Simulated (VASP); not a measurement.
Crystal: ReP2.

```
Re P
1.0
     3.10298    0.00000    0.00000
     0.00000    3.10298    0.00000
     0.00000    0.00000    5.45340
Re P
1 2
Direct
  0.00000 0.00000 0.00000
  0.50000 0.00000 0.30970
  0.00000 0.50000 0.69030
```

```yaml
Program: VASP 6.6.1
Task: relaxation of cell and atoms
Functional: PBE
Potentials_or_basis: VASP PAW PBE potentials, release 64 (Re, P)
Cutoff: 600 eV
k_mesh: 14 × 14 × 8
Occupations: gaussian, width 0.1 eV
Spin: no spin polarisation
```

At the start: pressure 0.7 GPa; volume 17.50 Å³/atom.

**Question.** Where does the relaxation end?

**Answer.** Over 15 steps the energy falls by 2.6 meV/atom and the volume is 17.21 Å³/atom (-1.6 %); space group P-4m2 (No. 115, to 0.05 Å).

Step by step:
```tsv
step	energy change (eV)	largest force (eV/Å)	pressure (GPa)	volume (Å³)
1	0.0000	0.2081	0.71	52.51
2	0.0015	0.2440	-2.63	53.09
3	-0.0031	0.0007	-0.83	52.77
4	-0.0064	0.0128	-0.45	52.33
5	-0.0072	0.0222	-0.14	52.02
6	-0.0072	0.0246	-0.13	51.98
7	-0.0072	0.0251	-0.08	51.95
8	-0.0072	0.0245	-0.08	51.96
9	-0.0074	0.0386	0.05	51.88
10	-0.0074	0.0607	0.28	51.76
11	-0.0075	0.0576	0.27	51.75
12	-0.0076	0.0482	0.23	51.73
13	-0.0077	0.0292	0.13	51.69
14	-0.0077	0.0075	-0.05	51.60
15	-0.0078	0.0092	-0.01	51.64
```

Final structure:
```cif
data_structure
_symmetry_space_group_name_H-M 'P 1'
_symmetry_Int_Tables_number 1
_cell_length_a 3.0690
_cell_length_b 3.0690
_cell_length_c 5.4829
_cell_angle_alpha 90.000
_cell_angle_beta 90.000
_cell_angle_gamma 90.000
_cell_volume 51.64
loop_
_atom_site_label
_atom_site_type_symbol
_atom_site_fract_x
_atom_site_fract_y
_atom_site_fract_z
_atom_site_occupancy
Re1 Re 0.00000 0.00000 0.00000 1
P1 P 0.50000 0.00000 0.31364 1
P2 P 0.00000 0.50000 0.68636 1
```
